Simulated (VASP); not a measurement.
Crystal: HfSiO4.

```
CELL_PARAMETERS angstrom
-3.28625 3.28625 2.98160
3.28625 -3.28625 2.98160
3.28625 3.28625 -2.98160
ATOMIC_POSITIONS crystal
Hf 0.00000 0.00000 0.00000
Hf 0.75000 0.25000 0.50000
Si 0.50000 0.50000 0.00000
Si 0.25000 0.75000 0.50000
O 0.68020 0.49570 0.81550
O 0.24570 0.93020 0.31550
O 0.68020 0.86470 0.18450
O 0.61470 0.93020 0.68450
O 0.06980 0.38530 0.31550
O 0.50430 0.31980 0.18450
O 0.06980 0.75430 0.68450
O 0.13530 0.31980 0.81550
```

| Quantity | Value |
| --- | --- |
| Program | VASP 6.6.1 |
| Task | relaxation of cell and atoms |
| Functional | revPBE |
| Dispersion | D3(BJ) |
| Potentials or basis | VASP PAW PBE potentials, release 64 (Hf_pv, Si, O) |
| Cutoff | 600 eV |
| k mesh | 5 × 5 × 5 |
| Occupations | fermi-dirac, width 0.05 eV |
| Spin | no spin polarisation |

At the start: pressure 2.4 GPa; volume 10.73 Å³/atom.

Task: Where does the relaxation end?

Result: Over 8 steps the energy falls by 2.0 meV/atom and the volume is 10.80 Å³/atom (+0.7 %); space group I4_1/amd (No. 141, to 0.1 Å) before and after.

The path:
| step | energy change (eV) | largest force (eV/Å) | pressure (GPa) | volume (Å³) |
| --- | --- | --- | --- | --- |
| 1 | 0.0000 | 0.5166 | 2.36 | 128.80 |
| 2 | 0.0784 | 0.9944 | -4.89 | 131.77 |
| 3 | -0.0237 | 0.0091 | -0.14 | 129.74 |
| 4 | -0.0237 | 0.0133 | -0.09 | 129.72 |
| 5 | -0.0240 | 0.0102 | 0.07 | 129.60 |
| 6 | -0.0241 | 0.0109 | 0.11 | 129.58 |
| 7 | -0.0241 | 0.0081 | -0.12 | 129.68 |
| 8 | -0.0241 | 0.0088 | -0.03 | 129.64 |

Final structure:
```
Hf Si O
1.0
    -3.28933    3.28933    2.99546
     3.28933   -3.28933    2.99546
     3.28933    3.28933   -2.99546
Hf Si O
2 2 8
Direct
  0.00000 0.00000 0.00000
  0.75000 0.25000 0.50000
  0.50000 0.50000 0.00000
  0.25000 0.75000 0.50000
  0.68087 0.49527 0.81440
  0.24527 0.93087 0.31440
  0.68087 0.86647 0.18560
  0.61647 0.93087 0.68560
  0.06913 0.38353 0.31440
  0.50473 0.31913 0.18560
  0.06913 0.75473 0.68560
  0.13353 0.31913 0.81440
```

Caveat: the PAW data sets were made with another functional, which shifts forces and pressure a little.
